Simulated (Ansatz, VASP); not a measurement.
Re in VASP and in Ansatz

INCAR

```
PREC     = Accurate       # precision mode
ENCUT    = 520            # plane-wave cutoff, eV
EDIFF    = 1E-6           # SCF threshold, eV
ISMEAR   = -1             # smearing method
SIGMA    = 0.05           # smearing width, eV
LREAL    = False          # projectors in reciprocal space
LASPH    = True           # aspherical terms in the spheres
NELM     = 60             # most SCF steps
ALGO     = Fast           # electronic algorithm
ISIF     = 2              # what is computed and relaxed
LWAVE    = False          # write WAVECAR
LCHARG   = True           # write CHGCAR
GGA      = CA             # functional
LELF     = True           # ELF
LVHAR    = True         
NBANDS   = 14             # bands
```

KPOINTS

```
Automatic mesh
0
Gamma
  11 11 6
```

Contents of POSCAR:

```
Re
1.0
    2.7790839766      0.0000000000      0.0000000000
   -1.3895419883      2.4067573230      0.0000000000
    0.0000000000      0.0000000000      4.4877253638
Re
2
Direct
    0.6666666667      0.3333333333      0.7500000000
    0.3333333333      0.6666666667      0.2500000000
```

input.yaml

```yaml
crystal:
  lattice:
    - [2.7790839766, 0.0, 0.0]
    - [-1.3895419883, 2.406757323, 0.0]
    - [0.0, 0.0, 4.4877253638]
  atoms:
    - { symbol: Re, position: [0.6666666667, 0.3333333333, 0.75] }
    - { symbol: Re, position: [0.3333333333, 0.6666666667, 0.25] }
hamiltonian:
  xc: lda
  pseudopotentials: { kind: paw }
kpoints:
  mp_grid: { grid: [11, 11, 6] }
scf:
  occupations: { method: fermi_dirac, width: 0.05 }
output:
  forces: true
  stress: true
  eigenvalues: true
```

Alike in both runs: task single point; functional LDA; k mesh 11 × 11 × 6; occupations fermi-dirac, width 0.05 eV; no spin polarisation.

```csv
,VASP,Ansatz
version,VASP 6.6.1,Ansatz 0.2.0
potentials or method,"VASP PAW LDA potentials, release 64 (Re)",Ansatz PAW
plane-wave cutoff (eV),520,420
valence electrons in the cell,14,30
```

|  | VASP | Ansatz | Ansatz less VASP |
| --- | --- | --- | --- |
| gap on the k mesh at the Fermi level (eV) | none | none | - |
| pressure (GPa) | -15.9 | -16.9 | -0.95 |
| traceless stress, the component that is largest in VASP (GPa) | -0.39 | -0.26 | +0.129 |

LDA's correlation is that of Perdew and Zunger in VASP and of Perdew and Wang (1992) in Ansatz. A gap of «none» marks a metal or a gap that the smearing closes. VASP's potentials hold 14 valence electrons a cell and Ansatz's 30, so a difference there can come from the potentials and not from the codes.

Spin-orbit coupling is off throughout.
